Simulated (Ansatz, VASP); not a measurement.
# B3O2 in VASP and in Ansatz

```xyz
5
Lattice="2.9095 -2.2610 -0.0861 2.9095 2.2610 -0.0861 -2.6455 0.0000 3.7840" Properties=species:S:1:pos:R:3 pbc="T T T"
B     1.7075   -0.8973    0.2254
B     1.7075    0.8973    0.2254
B     1.8393    0.0000    2.4145
O     1.7823   -1.1239    1.5538
O     1.7823    1.1239    1.5538
```

Alike in both runs: functional PBE; k mesh 6 × 6 × 6; occupations gaussian, width 0.1 eV; no spin polarisation.

Ansatz relaxed the structure, and its values are those at the end. VASP's run is a single point on that final structure, the one shown.

|  | VASP | Ansatz |
| --- | --- | --- |
| version | VASP 6.6.1 | Ansatz 0.2.0 |
| potentials or method | VASP PAW PBE potentials, release 64 (B, O), cutoff 520 eV | scalar-relativistic, plane waves, PAW |
| valence electrons in the cell | 21 | 21 |

```tsv
	VASP	Ansatz	Ansatz less VASP
gap on the k mesh at the Fermi level (eV)	none	none	-
pressure (GPa)	0.5	0.2	-0.31
rms of the force components (eV/Å)	0.068	0.013	-0.0549
```

A gap of «none» marks a metal or a gap that the smearing closes.
